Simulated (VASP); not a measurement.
BN:

```
CELL_PARAMETERS angstrom
0.00892 1.83534 1.85690
1.79122 1.80725 0.03702
-1.82038 3.60664 -1.80177
ATOMIC_POSITIONS crystal
B 0.00074 0.02712 0.00664
B 0.52497 0.49887 0.47977
N 0.12232 0.10591 0.62990
N 0.60197 0.61810 0.13369
```

- Program: VASP 6.6.1
- Task: relaxation of cell and atoms
- Functional: PBE
- Potentials or basis: VASP PAW PBE potentials, release 64 (B, N)
- Cutoff: 600 eV
- k mesh: 6 × 6 × 6
- Occupations: gaussian, width 0.1 eV
- Spin: no spin polarisation

At the start: pressure 5.5 GPa; volume 5.97 Å³/atom.

Q: Where does the relaxation end?

A: Over 11 steps the energy falls by 124.6 meV/atom and the volume is 5.95 Å³/atom (-0.3 %); space group P1 (No. 1, to 0.1 Å) before, F-43m (No. 216, to 0.1 Å).

Step by step:
| step | energy change (eV) | largest force (eV/Å) | pressure (GPa) | volume (Å³) |
| --- | --- | --- | --- | --- |
| 1 | 0.0000 | 4.7592 | 5.54 | 23.87 |
| 2 | 0.1213 | 4.7070 | -5.26 | 24.58 |
| 3 | -0.4378 | 1.0368 | -5.10 | 24.19 |
| 4 | -0.4442 | 1.3669 | 3.12 | 23.66 |
| 5 | -0.4877 | 0.4930 | -1.45 | 23.91 |
| 6 | -0.4942 | 0.3726 | 1.12 | 23.74 |
| 7 | -0.4955 | 0.1653 | 0.35 | 23.79 |
| 8 | -0.4975 | 0.0919 | 0.19 | 23.80 |
| 9 | -0.4978 | 0.1204 | 0.10 | 23.80 |
| 10 | -0.4981 | 0.0871 | -0.16 | 23.82 |
| 11 | -0.4983 | 0.0191 | -0.07 | 23.81 |

Final structure:
```
B N
1.0
    -0.00041    1.81239    1.81143
     1.81329    1.81225   -0.00040
    -1.81320    3.62509   -1.81109
B N
2 2
Direct
  0.99990 0.00011 0.00004
  0.50009 0.49978 0.50007
  0.12513 0.12487 0.62500
  0.62488 0.62525 0.12490
```

Caveat: the k points lie up to 0.48 Å⁻¹ apart in the final cell.
